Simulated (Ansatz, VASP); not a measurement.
# Two plane-wave programs on Os

```
CELL_PARAMETERS angstrom
0.00000 1.92204 1.92204
1.92204 0.00000 1.92204
1.92204 1.92204 0.00000
ATOMIC_POSITIONS crystal
Os 0.00000 0.00000 0.00000
```

Alike in both runs: functional PBE; k mesh 4 × 4 × 4; occupations gaussian, width 0.1 eV; no spin polarisation; Hubbard terms Os d U = 7.5 eV, J = 0.69 eV.

Ansatz relaxed the structure, and its values are those at the end. VASP's run is a single point on that final structure, the one shown.

|  | VASP | Ansatz |
| --- | --- | --- |
| version | VASP 6.6.1 | Ansatz 0.2.0 |
| potentials or method | VASP PAW PBE potentials, release 64 (Os_sv_GW), cutoff 560 eV | scalar-relativistic, plane waves, PAW |
| valence electrons in the cell | 16 | 16 |

Ansatz gave:

```
gap on the k mesh at the Fermi level (eV) : none
pressure (GPa)                            : -2.0
```

Q: Estimate VASP's values.

A: gap on the k mesh at the Fermi level (eV): none; pressure (GPa): -1.3.

The programs project onto different local orbitals, so the same U acts differently, and such runs can settle in different states. A gap of «none» marks a metal or a gap that the smearing closes. Ansatz's warnings: filled band counts differ across k points, force scf threshold loose, stress scf threshold loose.

The k mesh is coarse, so the values compare programs but aren't converged. Neither program's run includes spin-orbit coupling.
